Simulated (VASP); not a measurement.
# Ta (Im-3m) in VASP: settings compared

Ta is run at these levels: PBE, revPBE+D4, revPBE, RPBE+D3(BJ); tasks: single point, relaxation of cell and atoms.

Program: VASP 6.6.1. These are calculated values, not measurements. Logs are shortened: lines on timing, memory, paths and dates and some standing lists are left out, and cuts for length are marked.

### 1 The cell of the first run

The structure is cubic, space group Im-3m (No. 229). The conventional cell has a = 3.303 Å, b = 3.303 Å, c = 3.303 Å, α = 90.00°, β = 90.00°, γ = 90.00°. Within 3.8 Å of Ta (site symmetry m-3m) lie 14 Ta at 2.86 to 3.30 Å.

### 2 Single point, PBE

The input, INCAR:

```
PREC = Accurate ; ENCUT = 520
EDIFF = 1E-7 ; ISMEAR = 0
SIGMA = 0.02 ; LREAL = F
LASPH = T ; NELM = 100
ALGO = Fast ; ISIF = 2
LWAVE = F ; LCHARG = F
GGA = PE ; NBANDS = 12
```

The input, KPOINTS:

```
Automatic mesh
0
Gamma
  11 11 11
```

The input, POSCAR:

```
Ta
1.0
   -1.6512800000      1.6512800000      1.6512800000
    1.6512800000     -1.6512800000      1.6512800000
    1.6512800000      1.6512800000     -1.6512800000
Ta
1
Direct
    0.0000000000      0.0000000000      0.0000000000
```

Potentials or basis: VASP PAW PBE potentials, release 64 (Ta_pv).

Command:

```
$ cat potpaw_PBE.64/Ta_pv/POTCAR > POTCAR
$ mpirun -np 1 vasp_std > vasp.out
```

OUTCAR:

```text
PREC = Accurate
   ENCUT = 520
   EDIFF = 1E-7
   ISMEAR = 0
   LREAL = F
   LASPH = T
   NELM = 100
   ISIF = 2
   GGA = PE

 ion  position               nearest neighbor table
   1  0.000  0.000  0.000-

  LATTYP: Found a body centered cubic cell.
 ALAT       =     3.3025600000

  Lattice vectors:

 A1 = (  -1.6512800000,   1.6512800000,   1.6512800000)
 A2 = (   1.6512800000,  -1.6512800000,   1.6512800000)
 A3 = (   1.6512800000,   1.6512800000,  -1.6512800000)

Analysis of symmetry for initial positions (statically):
=====================================================================
 Subroutine PRICEL returns:
 Original cell was already a primitive cell.

 Routine SETGRP: Setting up the symmetry group for a
 body centered cubic supercell.

 Subroutine GETGRP returns: Found 48 space group operations
 (whereof 48 operations were pure point group operations)
 out of a pool of 48 trial point group operations.

The static configuration has the point symmetry O_h .

Analysis of symmetry for dynamics (positions and initial velocities):
=====================================================================
 Subroutine PRICEL returns:
 Original cell was already a primitive cell.

 Routine SETGRP: Setting up the symmetry group for a
 body centered cubic supercell.

 Subroutine GETGRP returns: Found 48 space group operations
 (whereof 48 operations were pure point group operations)
 out of a pool of 48 trial point group operations.

The dynamic configuration has the point symmetry O_h .

 Subroutine INISYM returns: Found 48 space group operations
 (whereof 48 operations are pure point group operations),
 and found     1 'primitive' translations

----------------------------------------------------------------------------------------

                                     Primitive cell

  volume of cell :      18.0104

  direct lattice vectors                    reciprocal lattice vectors
    -1.651280000  1.651280000  1.651280000     0.000000000  0.302795407  0.302795407
     1.651280000 -1.651280000  1.651280000     0.302795407  0.000000000  0.302795407
     1.651280000  1.651280000 -1.651280000     0.302795407  0.302795407  0.000000000

  length of vectors
     2.860100858  2.860100858  2.860100858     0.428217371  0.428217371  0.428217371

  position of ions in fractional coordinates (direct lattice)
     0.000000000  0.000000000  0.000000000

[... 76 lines left out ...]
   LREAL  =      F    real-space projection
   EDIFFG = 0.1E-05   stopping-criterion for IOM
   NSW    =      0    number of steps for IOM
   IBRION =     -1    ionic relax: 0-MD 1-quasi-New 2-CG
   NFREE  =      0    steps in history (QN), initial steepest desc. (CG)
   ISIF   =      2    stress and relaxation
   ISYM   =      2    0-nonsym 1-usesym 2-fastsym
   POTIM  = 0.5000    time-step for ionic-motion
   TEBEG  =    0.0;   TEEND  =   0.0 temperature during run
   PSTRESS=    0.0 pullay stress
   NELECT =      11.0000    total number of electrons
   NUPDOWN=      -1.0000    fix difference up-down
   EMIN   =  10.00;   EMAX   =-10.00  energy-range for DOS
   EFERMI =   0.00;   METHOD = LEGACY
   ISMEAR =     0;   SIGMA  =   0.02  broadening in eV -4-tet -1-fermi 0-gaus
   EFERMI_NEDOS =   21; number of points for ismear=-14 and -15
   IALGO  =     68    algorithm
   IMIX   =      4    mixing-type and parameters
     AMIX     =   0.40;   BMIX     =  1.00
     AMIX_MAG =   1.60;   BMIX_MAG =  1.00
  volume/ion in A,a.u.               =      18.01       121.54
  Fermi-wavevector in a.u.,A,eV,Ry     =   1.388988  2.624806 26.249534  1.929286
  Thomas-Fermi vector in A             =   2.513061
   LORBIT       =      0    0 simple, 1 ext, 2 COOP (PROOUT), +10 PAW based schemes
   GGA     = PE    functional components
   LHFCALC =     F    Hartree Fock is set to
   AEXX    =    0.0000 exact exchange contribution
   IVDW    =     0    specifies the selected vdW correction
   LEPSILON=     F    determine dielectric tensor
   LRPA    =     F    only Hartree local field effects (RPA)
 non-spin polarized calculation
 RMM-DIIS sequential band-by-band and
 Gauss-broadening in eV      SIGMA  =   0.02
  energy-cutoff  :      520.00
  volume of cell :       18.01
 maximum number of plane-waves:       494
 NGX is ok and might be reduce to    24
   NGX = 11   NGY = 11   NGZ = 11

 number of electron      11.0000002 magnetization

 Free energy of the ion-electron system (eV)
  ---------------------------------------------------
  ext. energy  EPLUGINS =         0.00000000
  ---------------------------------------------------
  free energy    TOTEN  =       -11.81529790 eV

  energy without entropy =      -11.81522673  energy(sigma->0) =      -11.81526232

 E-fermi :   5.4485     XC(G=0): -12.6163

 val. band max:        5.4263559808   @ k =   0.1818   0.0000   0.0000
 cond. band min:       5.5131946233   @ k =   0.3636   0.1818   0.0909
 fundamental gap:      0.0868386426
 Fermi energy:         5.4484623809

 k-point     1 :       0.0000    0.0000    0.0000
  band No.  band energies     occupation
      1     -27.5734      2.00000
      2     -27.5734      2.00000
      3     -27.5734      2.00000
      4      -2.4301      2.00000
      5       6.2278      0.00000
      6       6.2278      0.00000
      7       6.2278      0.00000
      8       9.5001      0.00000
      9       9.5001      0.00000
     10      20.4970      0.00000
     11      20.4970      0.00000
     12      20.4970      0.00000
[... 331 lines left out ...]
 k-point    24 :       0.3636    0.1818    0.0909
  band No.  band energies     occupation
      1     -28.5418      2.00000
      2     -28.1078      2.00000
      3     -27.7661      2.00000
      4       2.6600      2.00000
      5       3.9069      2.00000
      6       5.5132      0.00000
      7       9.9272      0.00000
      8      10.5009      0.00000
      9      14.5988      0.00000
     10      15.6150      0.00000
     11      18.8923      0.00000
     12      20.5843      0.00000

 [... further k-points ...]
[... 5 lines left out ...]
  --------------------------------------------------------------------------------------
  -------------------------------------------------------------------------------------
  Total        0.2529485      0.2529485      0.2529485     -0.0000000      0.0000000     -0.0000000
  in kB       22.5019664     22.5019664     22.5019664     -0.0000000      0.0000000     -0.0000000
  external PRESSURE =      22.5019664 kB  Pullay stress =       0.0000000 kB

 VOLUME and BASIS-vectors are now :
 -----------------------------------------------------------------------------
  energy-cutoff  :      520.00
  volume of cell :       18.01
      direct lattice vectors                 reciprocal lattice vectors
    -1.651280000  1.651280000  1.651280000     0.000000000  0.302795407  0.302795407
     1.651280000 -1.651280000  1.651280000     0.302795407  0.000000000  0.302795407
     1.651280000  1.651280000 -1.651280000     0.302795407  0.302795407  0.000000000

 POSITION                                       TOTAL-FORCE (eV/Angst)
 -----------------------------------------------------------------------------------
      0.00000      0.00000      0.00000         0.000000     -0.000000      0.000000
 -----------------------------------------------------------------------------------
    total drift:                               -0.000000      0.000000      0.000000

  FREE ENERGIE OF THE ION-ELECTRON SYSTEM (eV)
  ---------------------------------------------------
  free  energy   TOTEN  =       -11.8152978986 eV

  energy  without entropy=      -11.8152267341  energy(sigma->0) =      -11.81526232
```

OSZICAR:

```text
N       E                     dE             d eps       ncg     rms          rms(c)
DAV:   1     0.615946490720E+02    0.61595E+02   -0.61957E+03  1344   0.875E+02
DAV:   2    -0.113123991966E+02   -0.72907E+02   -0.71218E+02  1492   0.248E+02
DAV:   3    -0.122684506134E+02   -0.95605E+00   -0.95089E+00  1620   0.268E+01
DAV:   4    -0.122708116002E+02   -0.23610E-02   -0.23607E-02  1464   0.149E+00
DAV:   5    -0.122708195777E+02   -0.79775E-05   -0.79774E-05  1644   0.830E-02    0.135E+01
RMM:   6    -0.119187615823E+02    0.35206E+00   -0.24657E-01  1441   0.416E+00    0.661E+00
RMM:   7    -0.118154760006E+02    0.10329E+00   -0.25697E-01  1494   0.415E+00    0.343E-01
RMM:   8    -0.118152289086E+02    0.24709E-03   -0.10952E-02  1592   0.978E-01    0.301E-01
RMM:   9    -0.118153193713E+02   -0.90463E-04   -0.14101E-03  1653   0.355E-01    0.598E-02
RMM:  10    -0.118152981726E+02    0.21199E-04   -0.17974E-04  1655   0.123E-01    0.116E-02
RMM:  11    -0.118152969871E+02    0.11855E-05   -0.34958E-05  1714   0.488E-02    0.341E-03
RMM:  12    -0.118152974572E+02   -0.47006E-06   -0.50443E-06  1652   0.152E-02    0.348E-03
RMM:  13    -0.118152975559E+02   -0.98724E-07   -0.13924E-06  1371   0.718E-03    0.438E-03
RMM:  14    -0.118152979473E+02   -0.39139E-06   -0.26676E-07  1199   0.392E-03    0.387E-03
RMM:  15    -0.118152978986E+02    0.48625E-07   -0.95206E-08  1015   0.213E-03
   1 F= -.11815298E+02 E0= -.11815262E+02  d E =-.711646E-04
```

stdout:

```text
POSCAR found type information on POSCAR Ta
 POSCAR found :  1 types and       1 ions
 scaLAPACK will be used
 LDA part: xc-table for (Slater+PW92), standard interpolation
 POSCAR, INCAR and KPOINTS ok, starting setup
 FFT: planning ... GRIDC
 FFT: planning ... GRID_SOFT
 FFT: planning ... GRID
 WAVECAR not read
 entering main loop
```

Wall time 9.2 s (1 thread of Intel Xeon Platinum 8488C (Sapphire Rapids), shared host); peak memory 0.14 GiB.

Results:

```yaml
Free_energy: -11.8153 eV
Pressure: 2.3 GPa
```

Caveat: spin-orbit coupling is left out, which moves the levels of the heavy elements.

### 3 Single point, revPBE+D4

This run uses another cell than the first one, of 18.13 Å³/atom, 1.007 times its volume.

The input, INCAR:

```
PREC     = Accurate       # precision mode
ENCUT    = 520            # plane-wave cutoff, eV
EDIFF    = 1E-6           # SCF threshold, eV
ISMEAR   = -1             # smearing method
SIGMA    = 0.05           # smearing width, eV
LREAL    = False          # projectors in reciprocal space
LASPH    = True           # aspherical terms in the spheres
NELM     = 100            # most SCF steps
ALGO     = Normal         # electronic algorithm
ISIF     = 2              # what is computed and relaxed
LWAVE    = False          # write WAVECAR
LCHARG   = True           # write CHGCAR
GGA      = RE             # functional
IVDW     = 13             # dispersion correction
LELF     = True           # ELF
LVHAR    = True         
NBANDS   = 12             # bands
```

The input, KPOINTS:

```
regular mesh
0
Gamma
  11 11 11
```

The input, POSCAR:

```
Ta
1.0
   -1.6549029095      1.6549029095      1.6549029095
    1.6549029095     -1.6549029095      1.6549029095
    1.6549029095      1.6549029095     -1.6549029095
Ta
1
Direct
    0.0000000000      0.0000000000      0.0000000000
```

Potentials or basis: VASP PAW PBE potentials, release 64 (Ta_pv).

Command:

```
$ cat potpaw_PBE.64/Ta_pv/POTCAR > POTCAR
$ mpirun -np 1 vasp_std > vasp.out
```

Wall time 9.1 s (1 thread of Intel Xeon Platinum 8488C (Sapphire Rapids), shared host); peak memory 0.14 GiB.

It converged, with:

- Free energy: -11.8414 eV
- Pressure: 0.1 GPa
- Dispersion energy per atom: -0.425 eV

Levels at points of the mesh, in eV from the Fermi level:
| k point | band 3 | band 4 | band 5 | band 6 | band 7 | band 8 |
| --- | --- | --- | --- | --- | --- | --- |
| (0.00, 0.00, 0.00) | -33.11 | -7.88 | 0.76 | 0.76 | 0.76 | 4.01 |

Caveat: the PAW data sets were made with another functional, which shifts forces and pressure a little; spin-orbit coupling is left out, which moves the levels of the heavy elements; pairwise dispersion overbinds metals, which lowers pressure and volume.

### 4 Single point, revPBE

This run uses another cell than the first one, of 18.48 Å³/atom, 1.026 times its volume.

The input, INCAR:

```
  PREC = Accurate
  ENCUT = 520
  EDIFF = 1E-7
  ISMEAR = -1
  SIGMA = 0.05
  LREAL = F
  LASPH = T
  NELM = 80
  ALGO = Normal
  ISIF = 2
  LWAVE = F
  LCHARG = F
  GGA = RE
  NBANDS = 12
```

The input, KPOINTS:

```
Automatic mesh
0
Gamma
  11 11 11
```

The input, POSCAR:

```
Ta
1.0
   -1.6655590557      1.6655590557      1.6655590557
    1.6655590557     -1.6655590557      1.6655590557
    1.6655590557      1.6655590557     -1.6655590557
Ta
1
Direct
    0.0000000000      0.0000000000      0.0000000000
```

Potentials or basis: VASP PAW PBE potentials, release 64 (Ta_pv).

Command:

```
$ cat potpaw_PBE.64/Ta_pv/POTCAR > POTCAR
$ mpirun -np 1 vasp_std > vasp.out
```

OUTCAR:

```text
PREC = Accurate
   ENCUT = 520
   EDIFF = 1E-7
   ISMEAR = -1
   LREAL = F
   LASPH = T
   NELM = 80
   ISIF = 2
   GGA = RE

 ion  position               nearest neighbor table
   1  0.000  0.000  0.000-

  LATTYP: Found a body centered cubic cell.
 ALAT       =     3.3311181114

  Lattice vectors:

 A1 = (  -1.6655590557,   1.6655590557,   1.6655590557)
 A2 = (   1.6655590557,  -1.6655590557,   1.6655590557)
 A3 = (   1.6655590557,   1.6655590557,  -1.6655590557)

[... 528 lines left out ...]
      3     -28.0254      2.00000
      4       2.5857      2.00000
      5       3.8200      2.00000
      6       5.3116      1.21901
      7       9.6738      0.00000
      8      10.2273      0.00000
      9      14.1638      0.00000
     10      15.1618      0.00000
     11      18.4719      0.00000
     12      19.9986      0.00000

 [... further k-points ...]
[... 5 lines left out ...]
  --------------------------------------------------------------------------------------
  -------------------------------------------------------------------------------------
  Total        0.0069047      0.0069047      0.0069047     -0.0000000     -0.0000000      0.0000000
  in kB        0.5985723      0.5985723      0.5985723     -0.0000000     -0.0000000      0.0000000
  external PRESSURE =       0.5985723 kB  Pullay stress =       0.0000000 kB

 VOLUME and BASIS-vectors are now :
 -----------------------------------------------------------------------------
  energy-cutoff  :      520.00
  volume of cell :       18.48
      direct lattice vectors                 reciprocal lattice vectors
    -1.665559056  1.665559056  1.665559056     0.000000000  0.300199503  0.300199503
     1.665559056 -1.665559056  1.665559056     0.300199503  0.000000000  0.300199503
     1.665559056  1.665559056 -1.665559056     0.300199503  0.300199503  0.000000000

 POSITION                                       TOTAL-FORCE (eV/Angst)
 -----------------------------------------------------------------------------------
      0.00000      0.00000      0.00000        -0.000000     -0.000000      0.000000
 -----------------------------------------------------------------------------------
    total drift:                                0.000000      0.000000     -0.000000

  FREE ENERGIE OF THE ION-ELECTRON SYSTEM (eV)
  ---------------------------------------------------
  free  energy   TOTEN  =       -11.4206309243 eV

  energy  without entropy=      -11.4105795288  energy(sigma->0) =      -11.41560523
```

OSZICAR:

```text
N       E                     dE             d eps       ncg     rms          rms(c)
DAV:   1     0.649346501062E+02    0.64935E+02   -0.61521E+03  1344   0.875E+02
DAV:   2    -0.108394484444E+02   -0.75774E+02   -0.74024E+02  1508   0.250E+02
DAV:   3    -0.118750648750E+02   -0.10356E+01   -0.10254E+01  1596   0.276E+01
DAV:   4    -0.118781732405E+02   -0.31084E-02   -0.31079E-02  1512   0.166E+00
DAV:   5    -0.118781841568E+02   -0.10916E-04   -0.10917E-04  1596   0.946E-02    0.127E+01
DAV:   6    -0.115264065430E+02    0.35178E+00   -0.29066E-01  1564   0.586E+00    0.617E+00
DAV:   7    -0.114211628293E+02    0.10524E+00   -0.27273E-01  1528   0.525E+00    0.380E-01
DAV:   8    -0.114206588134E+02    0.50402E-03   -0.87364E-03  1476   0.758E-01    0.192E-01
DAV:   9    -0.114206396371E+02    0.19176E-04   -0.18747E-04  1596   0.150E-01    0.291E-02
DAV:  10    -0.114206305649E+02    0.90722E-05   -0.72133E-06  1500   0.252E-02    0.308E-03
DAV:  11    -0.114206310950E+02   -0.53005E-06   -0.30599E-07  1504   0.616E-03    0.591E-04
DAV:  12    -0.114206308934E+02    0.20158E-06   -0.61599E-09   868   0.938E-04    0.130E-04
DAV:  13    -0.114206309243E+02   -0.30929E-07   -0.40873E-10   748   0.243E-04
   1 F= -.11420631E+02 E0= -.11415605E+02  d E =-.100514E-01
```

Wall time 9.8 s (1 thread of Intel Xeon Platinum 8488C (Sapphire Rapids), shared host); peak memory 0.14 GiB.

What came out:

* Free energy: -11.4206 eV
* Pressure: 0.1 GPa

Levels at points of the mesh, in eV from the Fermi level:
| k point | band 3 | band 4 | band 5 | band 6 | band 7 | band 8 |
| --- | --- | --- | --- | --- | --- | --- |
| (0.00, 0.00, 0.00) | -33.18 | -7.81 | 0.76 | 0.76 | 0.76 | 3.94 |

Caveat: the PAW data sets were made with another functional, which shifts forces and pressure a little; spin-orbit coupling is left out, which moves the levels of the heavy elements.

(Continued in part 2 of 2.)
